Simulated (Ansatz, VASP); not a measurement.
Given: the input of a run of VASP 6.6.1 on Pd.

The input POSCAR:

```
Pd
1.0
    2.7836650458      0.0000000000      0.0000000000
   -1.3918325229      2.4107246453      0.0000000000
    0.0000000000      0.0000000000      4.6288930000
Pd
2
Direct
    0.3333333333      0.6666666667      0.2500000000
    0.6666666667      0.3333333333      0.7500000000
```

File INCAR.step1:

```
SYSTEM = Pd
PREC = Accurate
ENCUT = 520
ISMEAR = -1
SIGMA = 0.05
LREAL = .FALSE.
LASPH = .TRUE.
NELM = 100
NBANDS = 17
GGA = PE
ALGO = Normal
EDIFF = 1E-4
LWAVE = .TRUE.
LCHARG = .FALSE.
```

The input INCAR.step2:

```
SYSTEM = Pd
PREC = Accurate
ENCUT = 520
EDIFF = 1E-6
ISMEAR = -1
SIGMA = 0.05
LREAL = .FALSE.
LASPH = .TRUE.
NELM = 100
ALGO = Normal
ISIF = 2
LWAVE = .FALSE.
LCHARG = .TRUE.
METAGGA = R2SCAN
LMIXTAU = .TRUE.
LELF = .TRUE.
LVHAR = .TRUE.
NBANDS = 17
ISTART = 1
```

The input KPOINTS:

```
regular mesh
0
G
  11 11 6
  0 0 0
```

Potentials or basis: VASP PAW PBE potentials, release 64 (Pd).

Command:

```bash
$ cat potpaw_PBE.64/Pd/POTCAR > POTCAR
$ cp INCAR.step1 INCAR
$ mpirun -np 1 vasp_std > vasp.out
$ cp INCAR.step2 INCAR
$ mpirun -np 1 vasp_std > vasp.out
```

Q: Translate it to Ansatz 0.2.0. Potentials there: Ansatz PAW.

A: As run (the cutoff follows the program's own potentials):

Contents of input.yaml:

```yaml
crystal:
  lattice:
    - [2.7836650458, 0.0, 0.0]
    - [-1.3918325229, 2.4107246453, 0.0]
    - [0.0, 0.0, 4.628893]
  atoms:
    - { symbol: Pd, position: [0.3333333333, 0.6666666667, 0.25] }
    - { symbol: Pd, position: [0.6666666667, 0.3333333333, 0.75] }
hamiltonian:
  xc: r2scan
  pseudopotentials: { kind: paw }
kpoints:
  mp_grid: { grid: [11, 11, 6] }
scf:
  occupations: { method: fermi_dirac, width: 0.05 }
output:
  forces: true
  stress: true
  eigenvalues: true
```

Potentials or basis: Ansatz PAW.

Command:

```console
$ ansatz run input.yaml --threads 1 --pin off --max-ram 3584MiB --backend cpu --events-out ev --progress --plain --runs-dir out
```

Both were run:

|  | VASP | Ansatz | Ansatz less VASP |
| --- | --- | --- | --- |
| gap on the k mesh at the Fermi level (eV) | none | none | - |
| pressure (GPa) | -5.2 | -5.6 | -0.46 |
| traceless stress, the component that is largest in VASP (GPa) | 0.58 | 0.64 | +0.060 |

VASP's potentials were made for PBE, not for r2SCAN. A gap of «none» marks a metal or a gap that the smearing closes. VASP's potentials hold 20 valence electrons a cell and Ansatz's 36, so a difference there can come from the potentials and not from the codes.
